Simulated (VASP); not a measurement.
Write the native input for VASP 6.6.1 that does the following.

```yaml
Task: single point
Functional: PBE
Potentials_or_basis: VASP PAW PBE potentials, release 64 (Y_sv, Hf_pv)
Cutoff: 520 eV
k_mesh: 4 × 4 × 4
Occupations: gaussian, width 0.1 eV
Spin: no spin polarisation
Dipole_correction: no
Further_INCAR_settings: ALGO = Fast; EDIFF = 1e-07; NBANDS = 29
```

The structure of YHf lies in POSCAR:

```
YHf
1.0
    0.0000000000      3.4995509200      3.4995509200
    3.4995509200      0.0000000000      3.4995509200
    3.4995509200      3.4995509200      0.0000000000
Y Hf
2 2
Direct
    0.0000000000      0.0000000000      0.0000000000
    0.2500000000      0.2500000000      0.2500000000
    0.5000000000      0.5000000000      0.5000000000
    0.7500000000      0.7500000000      0.7500000000
```

One way to write it, as run:

INCAR

```
SYSTEM = YHf
  PREC = Accurate
  ENCUT = 520
  EDIFF = 1E-7
  ISMEAR = 0
  SIGMA = 0.1
  LREAL = .FALSE.
  LASPH = .TRUE.
  NELM = 100
  ALGO = Fast
  ISIF = 2
  LWAVE = .FALSE.
  LCHARG = .FALSE.
  GGA = PE
  NBANDS = 29
```

KPOINTS

```
regular mesh
0
G
  4 4 4
  0 0 0
```

Potentials or basis: VASP PAW PBE potentials, release 64 (Y_sv, Hf_pv).

Launch:

```bash
$ cat potpaw_PBE.64/Y_sv/POTCAR potpaw_PBE.64/Hf_pv/POTCAR > POTCAR
$ mpirun -np 1 vasp_std > vasp.out
```

Results of the run:

```json
{"Pressure": "17.5 GPa", "Band gap on the k mesh": "zero (band 21 reaches 5.46 eV, above the bottom of band 22 at 4.99 eV)"}
```

Caveat: the k points lie up to 0.39 Å⁻¹ apart; spin-orbit coupling is left out, which moves the levels of the heavy elements.

It took 58 s on 1 thread of Intel(R) Xeon(R) Platinum 8488C (Sapphire Rapids), on a shared host, peak memory 0.26 GiB.
